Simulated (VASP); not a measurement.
Input of a VASP 6.6.1 run:

Contents of POSCAR:

```
Y
1.0
    3.5143210000      0.0000000000      0.0000000000
    1.7571605000      3.0434912631      0.0000000000
    1.7571605000      1.0144970877      2.8694310808
Y
1
Direct
    0.0000000000      0.0000000000      0.0000000000
```

INCAR.step1

```
SYSTEM = Y
ALGO = Normal ; EDIFF = 1E-4
ENCUT = 520 ; GGA = PE
ISMEAR = 1 ; LASPH = .TRUE.
LCHARG = .FALSE. ; LREAL = .FALSE.
LWAVE = .TRUE. ; NBANDS = 12
NELM = 80 ; PREC = Accurate
SIGMA = 0.5
```

Contents of INCAR.step2:

```
SYSTEM = Y
ALGO = Normal ; EDIFF = 1E-6
ENCUT = 520 ; ISIF = 2
ISMEAR = 1 ; ISTART = 1
LASPH = .TRUE. ; LCHARG = .FALSE.
LMIXTAU = .TRUE. ; LREAL = .FALSE.
LWAVE = .FALSE. ; METAGGA = R2SCAN
NBANDS = 12 ; NELM = 80
PREC = Accurate ; SIGMA = 0.5
```

KPOINTS

```
k-points
0
G
  10 10 10
  0 0 0
```

Potentials or basis: VASP PAW PBE potentials, release 64 (Y_sv).

Launch:

```bash
$ cat potpaw_PBE.64/Y_sv/POTCAR > POTCAR
$ cp INCAR.step1 INCAR
$ mpirun -np 1 vasp_std > vasp.out
$ cp INCAR.step2 INCAR
$ mpirun -np 1 vasp_std > vasp.out
```

(1) Estimate the pressure.

Results:

(1) 3.5 GPa.

Caveat: the PAW data sets were made with another functional, which shifts forces and pressure a little.
